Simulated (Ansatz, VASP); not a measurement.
# PdCl in VASP and in Ansatz

```
Pd Cl
1.0
     3.24757    0.00000    0.00000
     0.00000    3.24757    0.00000
     0.00000    0.00000    3.24757
Pd Cl
1 1
Direct
  0.00000 0.00000 0.00000
  0.50000 0.50000 0.50000
```

Alike in both runs: functional PBE; k mesh 15 × 15 × 15; occupations fermi-dirac, width 0.08 eV; no spin polarisation.

Ansatz relaxed the structure, and its values are those at the end. VASP's run is a single point on that final structure, the one shown.

```csv
,VASP,Ansatz
version,VASP 6.6.1,Ansatz 0.2.0
potentials or method,"VASP PAW PBE potentials, release 64 (Pd, Cl)","PAW with Ansatz's default frozen-core files, scalar-relativistic"
plane-wave cutoff (eV),520,420
valence electrons in the cell,17,25
```

```csv
,VASP,Ansatz,Ansatz less VASP
pressure (GPa),-0.1,0.0,+0.11
```

With one functional, cell and mesh, what is left measures potentials, basis and numerics. VASP's potentials hold 17 valence electrons a cell and Ansatz's 25, so a difference there can come from the potentials and not from the codes.
